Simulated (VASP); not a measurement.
Here is a VASP 6.6.1 calculation.

File INCAR:

```
  PREC = Accurate
  ENCUT = 520
  EDIFF = 1E-6
  ISMEAR = 0
  SIGMA = 0.15
  LREAL = False
  LASPH = True
  NELM = 60
  ALGO = Fast
  ISIF = 2
  LWAVE = False
  LCHARG = True
  GGA = PE
  LELF = True
  LVHAR = True
  NBANDS = 18
```

The input KPOINTS:

```
regular mesh
0
Gamma
  16 16 16
```

File POSCAR:

```
ZnCu
1.0
    3.1651576070     -0.3878724476     -0.3878724476
   -0.3878724476      3.1651576070     -0.3878724476
   -0.3878724476     -0.3878724476      3.1651576070
Zn Cu
1 1
Direct
    0.5000000000      0.5000000000      0.5000000000
    0.0000000000      0.0000000000      0.0000000000
```

Potentials or basis: VASP PAW PBE potentials, release 64 (Zn, Cu).

The run is started by

```sh
$ cat potpaw_PBE.64/Zn/POTCAR potpaw_PBE.64/Cu/POTCAR > POTCAR
$ mpirun -np 1 vasp_std > vasp.out
```

Question: What does it give for the pressure?

Answer: 18.4 GPa.

Question: Predict the band gap on the k mesh.

Answer: Zero (an odd number of electrons rules out a gap without spin polarisation).

Stress tensor (GPa, compression positive):
```
18.38 30.46 30.46
30.46 18.38 30.46
30.46 30.46 18.38
```

Caveat: the cell stands under pressure.
